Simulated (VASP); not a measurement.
Wanted: the native input for a VASP 6.6.1 run.

- Task: single point
- Functional: PBE
- Potentials or basis: VASP PAW PBE potentials, release 64 (C)
- Cutoff: 520 eV
- k mesh: 12 × 12 × 2
- Occupations: gaussian, width 0.05 eV
- Spin: no spin polarisation
- Dipole correction: no
- Further INCAR settings: ALGO = Normal; EDIFF = 1e-07; NBANDS = 36

The structure of C lies in POSCAR:

```
C
1.0
    2.4953402903      0.0923780017      0.0923780017
   -1.1676684490      2.1148390817      0.0338126954
    0.4555269730      0.4555269730     12.3048213715
C
12
Direct
    0.0000000000      0.0000000000      0.1868593266
    0.0000000000      0.0000000000      0.6868593266
    0.0000000000      0.0000000000      0.3131406734
    0.0000000000      0.0000000000      0.8131406734
    0.3333333333      0.6666666667      0.5207665411
    0.6666666667      0.3333333333      0.0207665411
    0.3333333333      0.6666666667      0.9792334589
    0.6666666667      0.3333333333      0.4792334589
    0.3333333333      0.6666666667      0.6450950823
    0.6666666667      0.3333333333      0.1450950823
    0.3333333333      0.6666666667      0.8549049177
    0.6666666667      0.3333333333      0.3549049177
```

The input as run:

INCAR

```
SYSTEM = C
PREC     = Accurate       ! precision mode
ENCUT    = 520            ! plane-wave cutoff, eV
EDIFF    = 1E-7           ! SCF threshold, eV
ISMEAR   = 0              ! smearing method
SIGMA    = 0.05           ! smearing width, eV
LREAL    = .FALSE.        ! projectors in reciprocal space
LASPH    = .TRUE.         ! aspherical terms in the spheres
NELM     = 60             ! most SCF steps
ALGO     = Normal         ! electronic algorithm
ISIF     = 2              ! what is computed and relaxed
LWAVE    = .FALSE.        ! write WAVECAR
LCHARG   = .FALSE.        ! write CHGCAR
GGA      = PE             ! functional
NBANDS   = 36             ! bands
```

KPOINTS

```
Automatic mesh
0
G
  12 12 2
  0 0 0
```

Potentials or basis: VASP PAW PBE potentials, release 64 (C).

Command:

```bash
$ cat potpaw_PBE.64/C/POTCAR > POTCAR
$ mpirun -np 1 vasp_std > vasp.out
```

Results of the run:

- Pressure: 19.7 GPa
- Largest force: 0.541 eV/Å
- Band gap on the k mesh: 3.02 eV (least direct gap 3.63 eV)

Caveat: the cell stands under pressure.

Run time: 3.4 min on 1 thread of Intel(R) Xeon(R) Platinum 8488C (Sapphire Rapids), with other jobs on the host, peak memory 0.33 GiB.
